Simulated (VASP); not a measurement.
C: single point with PBE+D3(BJ)

C, a slab with vacuum:

```
C
1.0
     2.46565    0.00000    0.00000
    -1.23283    2.13532    0.00000
     0.00000    0.00000   17.50007
C
4
Direct
  0.66667 0.33333 0.25714
  0.33333 0.66667 0.25714
  0.83333 0.66667 0.45486
  0.16667 0.33333 0.45486
```

This cell differs from its parent crystal: layers slid over each other.

```
Program             : VASP 6.6.1
Task                : single point
Functional          : PBE
Dispersion          : D3(BJ)
Potentials or basis : VASP PAW PBE potentials, release 64 (C)
Cutoff              : 520 eV
k mesh              : 15 × 15 × 1
Occupations         : gaussian, width 0.1 eV
Spin                : no spin polarisation
```

```json
{"Largest force": "0.006 eV/Å", "Dispersion energy per atom": "-0.117 eV"}
```

Forces on the atoms (eV/Å):
```
C    0.000  0.002  0.006
C    0.000 -0.002  0.006
C    0.000 -0.002 -0.006
C    0.000  0.002 -0.006
```

Wall time 2.6 min on 1 thread of Intel Xeon 8259CL (shared host), peak memory 0.24 GiB.

Caveat: the cell differs from its parent crystal (layers slid over each other).
